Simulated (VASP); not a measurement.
A run of VASP 6.6.1 is set up as follows.

Contents of INCAR:

```
SYSTEM = MnO
PREC = Accurate
ENCUT = 1340
EDIFF = 1E-6
ISMEAR = 0
SIGMA = 0.05
LREAL = .FALSE.
LASPH = .TRUE.
NELM = 200
ALGO = Normal
ISIF = 2
LWAVE = .FALSE.
LCHARG = .TRUE.
ISPIN = 2
MAGMOM = 4.76 0.18
LORBIT = 11
LMAXMIX = 4
LDAU = .TRUE.
LDAUTYPE = 2
LDAUL = 2 -1
LDAUU = 3.9 0
LDAUJ = 0 0
LDAUPRINT = 1
GGA = PE
LELF = .TRUE.
LVHAR = .TRUE.
NBANDS = 22
GGA_COMPAT = .FALSE.
```

The input KPOINTS:

```
regular mesh
0
G
  12 12 12
  0 0 0
```

The input POSCAR:

```
MnO
1.0
    0.0000000000      2.2680518477      2.2680518477
    2.2680518477      0.0000000000      2.2680518477
    2.2680518477      2.2680518477      0.0000000000
Mn O
1 1
Direct
    0.0000000000      0.0000000000      0.0000000000
    0.5000000000      0.5000000000      0.5000000000
```

Potentials or basis: VASP PAW PBE potentials, release 64 (Mn_sv, O_h).

Command:

```console
$ cat potpaw_PBE.64/Mn_sv/POTCAR potpaw_PBE.64/O_h/POTCAR > POTCAR
$ mpirun -np 1 vasp_std > vasp.out
```

Q: Estimate the site moments.

A: Mn +4.51; O +0.12 μB.

Q: Estimate the band gap on the k mesh.

A: 0.06 eV (least direct gap 2.27 eV).

Q: What does it give for the pressure?

A: -2.7 GPa.

Q: Predict the net moment.

A: 5.00 μB per cell.

Eigenvalues of the final occupation matrices:
```csv
site,spin,trace,eigenvalues
site 1 d,1,4.62,0.91 0.91 0.91 0.94 0.94
site 1 d,2,0.13,0.01 0.01 0.01 0.05 0.05
```

Caveat: the smearing spreads over this small gap; a cell with one magnetic atom can't hold antiferromagnetic order, which such compounds often take. The state reached can hang on the start; a lower one may exist.
